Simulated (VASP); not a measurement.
Crystal: ZnBr.

```
CELL_PARAMETERS angstrom
2.78116 1.60570 3.62461
-2.78116 1.60570 3.62461
0.00000 -3.21141 3.62461
ATOMIC_POSITIONS crystal
Zn 0.00000 0.00000 0.00000
Br 0.50000 0.50000 0.50000
```

| Quantity | Value |
| --- | --- |
| Program | VASP 6.6.1 |
| Task | relaxation of cell and atoms |
| Functional | PBE |
| Potentials or basis | VASP PAW PBE potentials, release 64 (Zn, Br) |
| Cutoff | 600 eV |
| k mesh | 6 × 6 × 6 |
| Occupations | gaussian, width 0.1 eV |
| Spin | no spin polarisation |

At the start: pressure -3.6 GPa; volume 48.56 Å³/atom.

Where does the relaxation end?

Over 13 steps the energy falls by 580.7 meV/atom and the volume is 25.12 Å³/atom (-48.3 %); space group R-3m (No. 166, to 0.05 Å).

Step by step:
```
step  energy change (eV)  largest force (eV/Å)  pressure (GPa)  volume (Å³)
   1              0.0000                0.0000           -3.64        97.12
   2             -0.3887                0.0000           -4.31        82.40
   3             -0.9664                0.0000           -3.83        62.23
   4              0.2335                0.0000           36.83        32.03
   5             -1.1003                0.0000           -2.56        56.02
   6             -1.1534                0.0000            1.01        48.33
   7             -1.1578                0.0000           -0.05        50.08
   8             -1.1574                0.0000            0.40        49.34
   9             -1.1587                0.0000           -0.02        50.03
  10             -1.1587                0.0000           -0.29        50.48
  11             -1.1588                0.0000           -0.15        50.22
  12             -1.1596                0.0000           -0.12        50.23
  13             -1.1615                0.0000           -0.09        50.25
```

Final structure:
```
Zn Br
1.0
     2.11121    1.21890    3.25450
    -2.11121    1.21890    3.25450
     0.00000   -2.43781    3.25450
Zn Br
1 1
Direct
  0.00000 0.00000 0.00000
  0.50000 0.50000 0.50000
```

Caveat: the volume moved by over 15 % at a fixed basis, so the end points are rough; an odd number of electrons without spin polarisation forces a metal; a magnetic or distorted state may lie lower.
